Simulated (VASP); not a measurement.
# CdS (F-43m) in VASP: G0W0 quasiparticle levels with PBE

Aim: the G0W0 quasiparticle levels of CdS with PBE.

Everything below comes from runs of VASP 6.6.1. Logs are shortened: lines on timing, memory, paths and dates and some standing lists are left out, and cuts for length are marked.

## Step 1: The cell of the first run

It takes space group F-43m (No. 216, cubic). Conventional cell: a = 5.878 Å, b = 5.878 Å, c = 5.878 Å, α = 90.00°, β = 90.00°, γ = 90.00°. Within 3.4 Å of Cd (site symmetry -43m) lie 4 S at 2.55 Å. S (site symmetry -43m) has 4 Cd at 2.55 Å within 3.4 Å.

## Step 2: G0W0 quasiparticle levels, PBE

Input file POSCAR:

```
CdS
1.0
    0.0000000000      2.9392138922      2.9392138922
    2.9392138922      0.0000000000      2.9392138922
    2.9392138922      2.9392138922      0.0000000000
Cd S
1 1
Direct
    0.0000000000      0.0000000000      0.0000000000
    0.2500000000      0.2500000000      0.2500000000
```

Input file INCAR.step1:

```
PREC = Accurate
ENCUT = 500
EDIFF = 1E-8
ISMEAR = 0
SIGMA = 0.01
LREAL = F
LASPH = T
NELM = 80
ALGO = Normal
LWAVE = T
LCHARG = F
GGA = PE
```

Input file INCAR.step2:

```
PREC = Accurate
ENCUT = 500
EDIFF = 1E-8
ISMEAR = 0
SIGMA = 0.01
LREAL = F
LASPH = T
NELM = 1
ALGO = Exact
LWAVE = T
LCHARG = F
GGA = PE
NBANDS = 160
LOPTICS = T
ISTART = 1
```

Input file INCAR.step3:

```
PREC = Accurate
ENCUT = 500
EDIFF = 1E-8
ISMEAR = 0
SIGMA = 0.01
LREAL = F
LASPH = T
ALGO = EVGW0
LWAVE = F
LCHARG = F
GGA = PE
NELMGW = 1
NBANDS = 160
ENCUTGW = 120.0
NOMEGA = 96
PRECFOCK = Fast
ISTART = 1
NBANDSGW = 17
OMEGAMAX = 20
```

Input file KPOINTS:

```
Automatic mesh
0
Gamma
  4 4 4
```

Potentials or basis: VASP PAW PBE potentials, release 64 (Cd_GW, S_GW).

On the command line:

```console
cat potpaw_PBE.64/Cd_GW/POTCAR potpaw_PBE.64/S_GW/POTCAR > POTCAR
cp INCAR.step1 INCAR
mpirun -np 1 vasp_std > vasp.out
cp INCAR.step2 INCAR
mpirun -np 1 vasp_std > vasp.out
cp INCAR.step3 INCAR
mpirun -np 1 vasp_std > vasp.out
```

OUTCAR:

```text
PREC = Accurate
   ENCUT = 500
   EDIFF = 1E-8
   ISMEAR = 0
   LREAL = F
   LASPH = T
   GGA = PE
   NELMGW = 1
   ENCUTGW = 120.0
   PRECFOCK = Fast
   ISTART = 1

 ion  position               nearest neighbor table
   1  0.000  0.000  0.000-   2 2.55   2 2.55   2 2.55   2 2.55
   2  0.250  0.250  0.250-   1 2.55   1 2.55   1 2.55   1 2.55

  LATTYP: Found a face centered cubic cell.
 ALAT       =     5.8784277844

  Lattice vectors:

 A1 = (   0.0000000000,   2.9392138922,   2.9392138922)
 A2 = (   2.9392138922,   0.0000000000,   2.9392138922)
 A3 = (   2.9392138922,   2.9392138922,   0.0000000000)

Analysis of symmetry for initial positions (statically):
=====================================================================
 Subroutine PRICEL returns:
 Original cell was already a primitive cell.

 Routine SETGRP: Setting up the symmetry group for a
 face centered cubic supercell.

 Subroutine GETGRP returns: Found 24 space group operations
 (whereof 24 operations were pure point group operations)
 out of a pool of 48 trial point group operations.

The static configuration has the point symmetry T_d .

Analysis of symmetry for dynamics (positions and initial velocities):
=====================================================================
 Subroutine PRICEL returns:
 Original cell was already a primitive cell.

 Routine SETGRP: Setting up the symmetry group for a
 face centered cubic supercell.

 Subroutine GETGRP returns: Found 24 space group operations
 (whereof 24 operations were pure point group operations)
 out of a pool of 48 trial point group operations.

The dynamic configuration has the point symmetry T_d .

 Subroutine INISYM returns: Found 24 space group operations
 (whereof 24 operations are pure point group operations),
 and found     1 'primitive' translations

----------------------------------------------------------------------------------------

                                     Primitive cell

  volume of cell :      50.7836

  direct lattice vectors                    reciprocal lattice vectors
     0.000000000  2.939213892  2.939213892    -0.170113513  0.170113513  0.170113513
     2.939213892  0.000000000  2.939213892     0.170113513 -0.170113513  0.170113513
     2.939213892  2.939213892  0.000000000     0.170113513  0.170113513 -0.170113513

  length of vectors
     4.156676149  4.156676149  4.156676149     0.294645247  0.294645247  0.294645247

  position of ions in fractional coordinates (direct lattice)
     0.000000000  0.000000000  0.000000000
     0.250000000  0.250000000  0.250000000

  ion indices of the primitive-cell ions
   primitive index   ion index
                 1           1
                 2           2

----------------------------------------------------------------------------------------

 KPOINTS: Automatic mesh

Automatic generation of k-mesh.
 Grid dimensions read from file:
 generate k-points for:    4    4    4

 Generating k-lattice:

  Cartesian coordinates                     Fractional coordinates (reciprocal lattice)
    -0.042528378  0.042528378  0.042528378     0.250000000  0.000000000  0.000000000
     0.042528378 -0.042528378  0.042528378     0.000000000  0.250000000  0.000000000
     0.042528378  0.042528378 -0.042528378     0.000000000  0.000000000  0.250000000

  Length of vectors
     0.073661312  0.073661312  0.073661312

  Shift w.r.t. Gamma in fractional coordinates (k-lattice)
     0.000000000  0.000000000  0.000000000

 Subroutine IBZKPT returns following result:
 ===========================================

 Found      8 irreducible k-points:

 Following reciprocal coordinates:
            Coordinates               Weight
  0.000000  0.000000  0.000000      1.000000
  0.250000  0.000000  0.000000      8.000000
  0.500000  0.000000  0.000000      4.000000
  0.250000  0.250000  0.000000      6.000000
  0.500000  0.250000  0.000000     24.000000
 -0.250000  0.250000  0.000000     12.000000
  0.500000  0.500000  0.000000      3.000000
 -0.250000  0.500000  0.250000      6.000000
   k-points           NKPTS =      8   k-points in BZ     NKDIM =     64   number of bands    NBANDS=    160
   number of dos      NEDOS =    301   number of ions     NIONS =      2
   total plane-waves  NPLWV =  27000
   dimension x,y,z NGX =    30 NGY =   30 NGZ =   30
   dimension x,y,z NGXF=    60 NGYF=   60 NGZF=   60
   ions per type =               1   1
   NGX,Y,Z   is equivalent  to a cutoff of  12.00, 12.00, 12.00 a.u.
   NGXF,Y,Z  is equivalent  to a cutoff of  24.00, 24.00, 24.00 a.u.
 SYSTEM =  unknown system
   PREC   = accura    normal or accurate (medium, high low for compatibility)
   ISTART =      1    job   : 0-new  1-cont  2-samecut
   ICHARG =      0    charge: 1-file 2-atom 10-const
   ISPIN  =      1    spin polarized calculation?
   LNONCOLLINEAR =      F non collinear calculations
   LSORBIT =      F    spin-orbit coupling
   LASPH  =      T    aspherical Exc in radial PAW
   ENCUT  =  500.0 eV  36.75 Ry    6.06 a.u.   7.58  7.58  7.58*2*pi/ulx,y,z
   NELM   =     60;   NELMIN=  2; NELMDL=  0     # of ELM steps
   EDIFF  = 0.1E-07   stopping-criterion for ELM
   LREAL  =      F    real-space projection
   EDIFFG = 0.1E-06   stopping-criterion for IOM
   NSW    =      0    number of steps for IOM
   IBRION =     -1    ionic relax: 0-MD 1-quasi-New 2-CG
   NFREE  =      0    steps in history (QN), initial steepest desc. (CG)
   ISIF   =      0    stress and relaxation
   ISYM   =      3    0-nonsym 1-usesym 2-fastsym
   POTIM  = 0.5000    time-step for ionic-motion
   TEBEG  =    0.0;   TEEND  =   0.0 temperature during run
   PSTRESS=    0.0 pullay stress
   NELECT =      18.0000    total number of electrons
   NUPDOWN=      -1.0000    fix difference up-down
   EMIN   =  10.00;   EMAX   =-10.00  energy-range for DOS
   EFERMI =   0.00;   METHOD = LEGACY
   ISMEAR =     0;   SIGMA  =   0.01  broadening in eV -4-tet -1-fermi 0-gaus
   EFERMI_NEDOS =   21; number of points for ismear=-14 and -15
   IALGO  =     38    algorithm
   IMIX   =      4    mixing-type and parameters
     AMIX     =   0.40;   BMIX     =  1.00
     AMIX_MAG =   1.60;   BMIX_MAG =  1.00
  volume/ion in A,a.u.               =      25.39       171.35
  Fermi-wavevector in a.u.,A,eV,Ry     =   1.158576  2.189391 18.263073  1.342298
  Thomas-Fermi vector in A             =   2.295177
   LORBIT       =      0    0 simple, 1 ext, 2 COOP (PROOUT), +10 PAW based schemes
   GGA     = PE    functional components
   LHFCALC =     T    Hartree Fock is set to
   PRECFOCK=fast      Normal, Fast or Accurate (Low or Medium for compatibility)
   ENCUT4O =  -1.0   cutoff for four orbital integrals eV
   NKREDX  =     1    reduce k-point grid by
   NKREDY  =     1    reduce k-point grid by
   NKREDZ  =     1    reduce k-point grid by
   AEXX    =    1.0000 exact exchange contribution
   HFSCREEN=    0.0000 screening length (either q_TF or 0.3 A-1)
   HFSCREENC=   0.0000 screening length for correlation (either q_TF or 0.3 A-1)
   ENCUTFOCK=  -1.0 apply spherical cutoff to Coloumb kernel
   IVDW    =     0    specifies the selected vdW correction
   LEPSILON=     F    determine dielectric tensor
   LRPA    =     F    only Hartree local field effects (RPA)
   LRPAFORCE           =     F    calculate RPA forces
   ENCUTGW             = 120.0    cutoff for response function in eV
   ENCUTGWSOFT         =  96.0    soft cutoff for Coulomb kernel in GW response function in eV
   ENCUTLF             =  -1.0    cutoff for local field effects
   NELMGW              =     1    number of iterations in solving QP/BSE equation
   NELMHF              =     1    number of iterations in the inner HF iteration
   NKREDLFX            =     1    NKREDLFY  =   1   NKREDLFZ  =   1
 non-spin polarized calculation
 Gauss-broadening in eV      SIGMA  =   0.01
  energy-cutoff  :      500.00
  volume of cell :       50.78
 maximum number of plane-waves:      1308
  NGX = 18; NGY = 18; NGZ = 18
   NGX = 15   NGY = 15   NGZ = 15
 maximum number of plane-waves:       169
 NGX is ok and might be reduce to    18

 QP shifts <psi_nk| G(iteration)W_0 |psi_nk>: iteration 1
 for sc-GW calculations column KS-energies equals QP-energies in previous step
 and V_xc(KS)=  KS-energies - (<T + V_ion + V_H > + <T+V_H+V_ion>^1  + <V_x>^1)

 k-point   1 :       0.0000    0.0000    0.0000
  band No.  KS-energies  QP-energies   sigma(KS)   V_xc(KS)     V^pw_x(r,r')   Z            occupation Imag(sigma)

      1      -9.7791     -10.1077     -13.5463     -12.9949     -20.8866       0.5959       2.0000       0.9944
      2      -5.2186      -6.9610     -17.7081     -15.1752     -22.9271       0.6879       2.0000       0.1523
      3      -5.2186      -6.9610     -17.7081     -15.1752     -22.9271       0.6879       2.0000       0.1523
      4      -5.2186      -6.9610     -17.7081     -15.1752     -22.9271       0.6879       2.0000       0.1523
      5      -4.7723      -6.6495     -18.1783     -15.4968     -23.2438       0.7001       2.0000       0.0917
      6      -4.7723      -6.6495     -18.1783     -15.4968     -23.2438       0.7001       2.0000       0.0917
[... 9 lines left out ...]
     16      13.7878      14.2145     -10.0336     -10.6201      -4.8788       0.7275       0.0000      -0.2556
     17      15.6508      15.5092      -7.3461      -7.1538      -2.0864       0.7368       0.0000      -0.4400

 k-point   2 :       0.2500    0.0000    0.0000
  band No.  KS-energies  QP-energies   sigma(KS)   V_xc(KS)     V^pw_x(r,r')   Z            occupation Imag(sigma)

      1      -9.5759      -9.9373     -13.8418     -13.2568     -21.0998       0.6178       2.0000       0.9892
      2      -5.1519      -6.9062     -17.7801     -15.2342     -22.9878       0.6891       2.0000       0.1481
      3      -5.1519      -6.9062     -17.7801     -15.2342     -22.9878       0.6891       2.0000       0.1481
      4      -4.9794      -6.7001     -17.5129     -15.0288     -22.6565       0.6927       2.0000       0.1614
      5      -4.7681      -6.6482     -18.1780     -15.4983     -23.2495       0.7016       2.0000       0.0936
      6      -4.7681      -6.6482     -18.1780     -15.4983     -23.2495       0.7016       2.0000       0.0936
[... 9 lines left out ...]
     16      13.6768      13.4962      -7.1714      -6.9299      -2.0874       0.7477       0.0000      -0.3143
     17      17.2625      17.3404      -8.3537      -8.4573      -2.6212       0.7523       0.0000      -0.6116

 k-point   3 :       0.5000    0.0000    0.0000
  band No.  KS-energies  QP-energies   sigma(KS)   V_xc(KS)     V^pw_x(r,r')   Z            occupation Imag(sigma)
[... 85 lines left out ...]
      1      -9.2474      -9.6733     -14.3984     -13.7434     -21.5327       0.6502       2.0000       0.9521
      2      -5.0131      -6.8131     -17.5725     -14.9894     -22.6348       0.6969       2.0000       0.1315
      3      -4.8929      -6.7057     -18.1254     -15.5244     -23.3081       0.6970       2.0000       0.1335
      4      -4.8929      -6.7057     -18.1254     -15.5244     -23.3081       0.6970       2.0000       0.1335
      5      -4.6913      -6.5831     -18.2770     -15.5882     -23.3577       0.7036       2.0000       0.0912
      6      -4.3473      -6.0652     -17.8087     -15.3583     -22.8848       0.7011       2.0000       0.1384
[... 9 lines left out ...]
     16      15.6272      16.0664     -10.2825     -10.8826      -4.6791       0.7317       0.0000      -0.4384
     17      15.6272      16.0664     -10.2825     -10.8826      -4.6791       0.7317       0.0000      -0.4384

 k-point   8 :      -0.2500    0.5000    0.2500
  band No.  KS-energies  QP-energies   sigma(KS)   V_xc(KS)     V^pw_x(r,r')   Z            occupation Imag(sigma)

      1      -9.2489      -9.6641     -14.3879     -13.7428     -21.5350       0.6436       2.0000       0.9466
      2      -4.9986      -6.7862     -17.7919     -15.2209     -22.9302       0.6953       2.0000       0.1393
      3      -4.9838      -6.8017     -18.0097     -15.4035     -23.1894       0.6975       2.0000       0.1335
      4      -4.8084      -6.6721     -18.1696     -15.5074     -23.2796       0.7000       2.0000       0.1087
      5      -4.7639      -6.6307     -18.1226     -15.4577     -23.1981       0.7005       2.0000       0.0995
      6      -4.1768      -5.9032     -18.1222     -15.6628     -23.2110       0.7019       2.0000       0.1318
[... 9 lines left out ...]
     16      15.4700      16.0194     -10.8716     -11.6222      -5.1018       0.7319       0.0000      -0.4828
     17      15.6185      16.0911     -10.0104     -10.6577      -4.2570       0.7301       0.0000      -0.4529
```

It took 3.5 min on 1 thread of AMD EPYC 9R45 (Zen 5), shared host; peak memory 0.52 GiB.

Results:

| Item | Value |
| --- | --- |
| Quasiparticle gap | 1.83 eV |
| Least direct quasiparticle gap | 1.83 eV |
| Band gap of the starting levels on the mesh | 1.08 eV |
| Least direct gap of the starting levels on the mesh | 1.08 eV |

Caveat: the k points lie up to 0.46 Å⁻¹ apart; bands, screening cutoff and mesh are small and nothing is extrapolated, so the quasiparticle values aren't converged.
